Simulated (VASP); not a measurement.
Set up this calculation in VASP 6.6.1, as the native input.

```
Task                   : single point
Functional             : PBE
Potentials or basis    : VASP PAW PBE potentials, release 64 (Ti_sv, Si, Te)
Cutoff                 : 520 eV
k mesh                 : 8 × 8 × 8
Occupations            : gaussian, width 0.1 eV
Spin                   : collinear spin
Starting moments       : [2.07, 0.0, 0.0, 0.0, 0.0, 0.0] μB
Dipole correction      : no
Further INCAR settings : ALGO = Normal; EDIFF = 1e-06; NBANDS = 33
```

The structure of TiSiTe4 lies in POSCAR:

```
TiSiTe4
1.0
    0.0000000000      4.4009077473      4.4009077473
    4.4009077473      0.0000000000      4.4009077473
    4.4009077473      4.4009077473      0.0000000000
Ti Si Te
1 1 4
Direct
    0.2500000000      0.2500000000      0.2500000000
    0.0000000000      0.0000000000      0.0000000000
    0.6247103793      0.6247103793      0.6247103793
    0.6247103793      0.6247103793      0.1258688620
    0.6247103793      0.1258688620      0.6247103793
    0.1258688620      0.6247103793      0.6247103793
```

The cell was built from a structure type or drawn by symmetry, and may not be a known phase.

The input as run:

INCAR

```
SYSTEM = TiSiTe4
PREC = Accurate
ENCUT = 520
EDIFF = 1E-6
ISMEAR = 0
SIGMA = 0.1
LREAL = .FALSE.
LASPH = .TRUE.
NELM = 150
ALGO = Normal
ISIF = 2
LWAVE = .FALSE.
LCHARG = .FALSE.
ISPIN = 2
MAGMOM = 2.07 0 0 0 0 0
LORBIT = 11
LMAXMIX = 4
GGA = PE
NBANDS = 33
```

KPOINTS

```
Automatic mesh
0
G
  8 8 8
  0 0 0
```

Potentials or basis: VASP PAW PBE potentials, release 64 (Ti_sv, Si, Te).

Run with:

```console
$ cat potpaw_PBE.64/Ti_sv/POTCAR potpaw_PBE.64/Si/POTCAR potpaw_PBE.64/Te/POTCAR > POTCAR
$ mpirun -np 1 vasp_std > vasp.out
```

Results of the run:

The pressure is -1.1 GPa, the largest force is 0.012 eV/Å and the band gap on the k mesh is zero (filled and empty bands overlap). The net moment is 0.01 μB per cell and the valence electrons inside the program's atomic spheres are Ti 9.94; Si 1.47; Te 3.29.

Caveat: spin-orbit coupling is left out, which moves the levels of the heavy elements.

Wall time 12 min on 1 thread of Intel(R) Xeon(R) Platinum 8488C (Sapphire Rapids) (shared host), peak memory 0.56 GiB.
